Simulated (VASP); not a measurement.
# Yb (Im-3m) in VASP: further runs, part 2 of 2

VASP 6.6.1. The steps go on from the part before.

**3. Single point, revPBE (volume scaled by 0.92)**

Contents of INCAR:

```
SYSTEM = Yb
ALGO = Normal
EDIFF = 1E-6
ENCUT = 520
GGA = RE
ISIF = 2
ISMEAR = -1
LASPH = .True.
LCHARG = .False.
LREAL = .False.
LWAVE = .False.
NBANDS = 18
NELM = 100
PREC = Accurate
SIGMA = 0.1
```

Contents of KPOINTS:

```
k-points
0
Gamma
  12 12 12
  0 0 0
```

Contents of POSCAR:

```
Yb
1.0
   -2.0394903211      2.0394903211      2.0394903211
    2.0394903211     -2.0394903211      2.0394903211
    2.0394903211      2.0394903211     -2.0394903211
Yb
1
Direct
    0.0000000000      0.0000000000      0.0000000000
```

Potentials or basis: VASP PAW PBE potentials, release 64 (Yb).

On the command line:

```sh
$ cat potpaw_PBE.64/Yb/POTCAR > POTCAR
$ mpirun -np 1 vasp_std > vasp.out
```

OUTCAR:

```text
SYSTEM = Yb
   EDIFF = 1E-6
   ENCUT = 520
   GGA = RE
   ISIF = 2
   ISMEAR = -1
   LASPH = .True.
   LREAL = .False.
   NELM = 100
   PREC = Accurate

 ion  position               nearest neighbor table
   1  0.000  0.000  0.000-

  LATTYP: Found a body centered cubic cell.
 ALAT       =     4.0789806422

  Lattice vectors:

 A1 = (  -2.0394903211,   2.0394903211,   2.0394903211)
 A2 = (   2.0394903211,  -2.0394903211,   2.0394903211)
 A3 = (   2.0394903211,   2.0394903211,  -2.0394903211)

Analysis of symmetry for initial positions (statically):
[... 182 lines left out ...]
      3     -22.0637      2.00000
      4     -22.0637      2.00000
      5      -3.4177      2.00000
      6       1.2723      1.99486
[... 481 lines left out ...]
      5       0.4816      2.00000
      6       1.2849      1.99417
[... 10 lines left out ...]
     17       9.2532      0.00000
     18       9.8842      0.00000

 [... further k-points ...]
[... 5 lines left out ...]
  --------------------------------------------------------------------------------------
  -------------------------------------------------------------------------------------
  Total        0.1835836      0.1835836      0.1835836      0.0000000      0.0000000     -0.0000000
  in kB        8.6680129      8.6680129      8.6680129      0.0000000      0.0000000     -0.0000000
  external PRESSURE =       8.6680129 kB  Pullay stress =       0.0000000 kB

 VOLUME and BASIS-vectors are now :
 -----------------------------------------------------------------------------
  energy-cutoff  :      520.00
  volume of cell :       33.93
      direct lattice vectors                 reciprocal lattice vectors
    -2.039490321  2.039490321  2.039490321     0.000000000  0.245159290  0.245159290
     2.039490321 -2.039490321  2.039490321     0.245159290  0.000000000  0.245159290
     2.039490321  2.039490321 -2.039490321     0.245159290  0.245159290  0.000000000

 POSITION                                       TOTAL-FORCE (eV/Angst)
 -----------------------------------------------------------------------------------
      0.00000      0.00000      0.00000        -0.000000      0.000000      0.000000
 -----------------------------------------------------------------------------------
    total drift:                               -0.000000      0.000000      0.000000

  FREE ENERGIE OF THE ION-ELECTRON SYSTEM (eV)
  ---------------------------------------------------
  free  energy   TOTEN  =        -3.3565811095 eV

  energy  without entropy=       -3.2769071137  energy(sigma->0) =       -3.31674411
```

OSZICAR:

```text
N       E                     dE             d eps       ncg     rms          rms(c)
DAV:   1     0.115963394123E+03    0.11596E+03   -0.87427E+03  3314   0.903E+03
[... 16 lines left out ...]
DAV:  18    -0.335784615920E+01   -0.10767E-02   -0.29600E-03  2980   0.212E+00    0.125E+00
DAV:  19    -0.335787786309E+01   -0.31704E-04   -0.36581E-04  4370   0.204E-01    0.774E-01
DAV:  20    -0.335722237816E+01    0.65548E-03   -0.31154E-04  3250   0.705E-01    0.576E-01
DAV:  21    -0.335659623284E+01    0.62615E-03   -0.10965E-03  3136   0.127E+00    0.138E-01
DAV:  22    -0.335658204522E+01    0.14188E-04   -0.11883E-04  5128   0.231E-01    0.757E-02
DAV:  23    -0.335658059989E+01    0.14453E-05   -0.83924E-06  4726   0.678E-02    0.110E-02
DAV:  24    -0.335658110947E+01   -0.50957E-06   -0.96573E-07  2544   0.622E-03
   1 F= -.33565811E+01 E0= -.33167441E+01  d E =-.796740E-01
```

stdout:

```text
POSCAR found type information on POSCAR Yb
 POSCAR found :  1 types and       1 ions
 scaLAPACK will be used
 -----------------------------------------------------------------------------
|                                                                             |
|                                                                             |
|     You enforced a specific xc type in the INCAR file but a different       |
|     I HOPE YOU KNOW WHAT YOU ARE DOING!                                     |
|                                                                             |
 -----------------------------------------------------------------------------

 LDA part: xc-table for (Slater+PW92), standard interpolation
 POSCAR, INCAR and KPOINTS ok, starting setup
 FFT: planning ... GRIDC
 FFT: planning ... GRID_SOFT
 FFT: planning ... GRID
 WAVECAR not read
 entering main loop
```

It used 270 s of CPU time on 1 thread of AMD EPYC 7R13 Processor (Zen 3), on a shared host.

What came out:

```
Free energy            : -3.3566 eV
Pressure               : 0.9 GPa
Band gap on the k mesh : zero (band 12 reaches 2.25 eV, above the bottom of band 13 at 1.42 eV)
```

Levels at points of the mesh, in eV from the Fermi level:
| k point | band 9 | band 10 | band 11 | band 12 | band 13 | band 14 | band 15 | band 16 |
| --- | --- | --- | --- | --- | --- | --- | --- | --- |
| (0.00, 0.00, 0.00) | -0.46 | -0.46 | -0.46 | -0.43 | 2.98 | 2.98 | 2.98 | 4.95 |
| (0.50, 0.00, 0.00) | -0.49 | -0.48 | -0.46 | -0.45 | 0.69 | 1.27 | 4.71 | 5.75 |
| (0.50, 0.50, 0.50) | -0.55 | -0.55 | -0.45 | -0.45 | -0.45 | 5.50 | 5.50 | 5.50 |

Caveat: the PAW data sets were made with another functional, which shifts forces and pressure a little; spin-orbit coupling is left out, which moves the levels of the heavy elements.

**4. Single point, revPBE (volume scaled by 0.96)**

Contents of INCAR:

```
SYSTEM = Yb
  PREC = Accurate
  ENCUT = 520
  EDIFF = 1E-7
  ISMEAR = -1
  SIGMA = 0.1
  LREAL = .FALSE.
  LASPH = .TRUE.
  NELM = 80
  ALGO = Normal
  ISIF = 2
  LWAVE = .FALSE.
  LCHARG = .TRUE.
  GGA = RE
  LELF = .TRUE.
  LVHAR = .TRUE.
  NBANDS = 18
```

Contents of KPOINTS:

```
Automatic mesh
0
G
  12 12 12
  0 0 0
```

Contents of POSCAR:

```
Yb
1.0
   -2.0686298340      2.0686298340      2.0686298340
    2.0686298340     -2.0686298340      2.0686298340
    2.0686298340      2.0686298340     -2.0686298340
Yb
1
Direct
    0.0000000000      0.0000000000      0.0000000000
```

On the command line:

```sh
$ cat potpaw_PBE.64/Yb/POTCAR > POTCAR
$ mpirun -np 1 vasp_std > vasp.out
```

It used 160 s of CPU time on 1 thread of AMD EPYC 7R13 Processor (Zen 3), on a shared host.

It converged, with:

| Property | Result |
| --- | --- |
| Free energy | -3.3662 eV |
| Pressure | -0.4 GPa |
| Band gap on the k mesh | zero (band 12 reaches 2.10 eV, above the bottom of band 13 at 1.29 eV) |

Levels at points of the mesh, in eV from the Fermi level:
```csv
k point,band 8,band 9,band 10,band 11,band 12,band 13,band 14,band 15,band 16,band 17
"(0.00, 0.00, 0.00)",-0.59,-0.46,-0.46,-0.46,-0.43,2.93,2.93,2.93,4.83,4.83
"(0.50, 0.00, 0.00)",-0.55,-0.49,-0.48,-0.47,-0.45,0.57,1.29,4.57,5.59,7.45
"(0.50, 0.50, 0.50)",-0.55,-0.55,-0.55,-0.45,-0.45,-0.45,5.23,5.23,5.23,6.83
```

Caveat: the PAW data sets were made with another functional, which shifts forces and pressure a little; spin-orbit coupling is left out, which moves the levels of the heavy elements.

**5. Summary**

| cell | gap on the mesh (eV) | pressure (GPa) |
| --- | --- | --- |
| a = 3.481 Å, angles 109.5°, 1 atom | none | 2.4 |
| a = 3.533 Å, angles 109.5°, 1 atom | none | 0.9 |
| a = 3.583 Å, angles 109.5°, 1 atom | none | -0.4 |

Alike in all rows: task single point; level revPBE; potentials or basis VASP PAW PBE potentials, release 64 (Yb); no spin polarisation; k mesh 12 × 12 × 12; cutoff (eV) 520; smearing fermi-dirac 0.1 eV.

Caveats: the PAW data sets were made with another functional, which shifts forces and pressure a little; spin-orbit coupling is left out, which moves the levels of the heavy elements.

Total energies depend on the potentials used, so only differences within one code and one set of settings carry meaning.
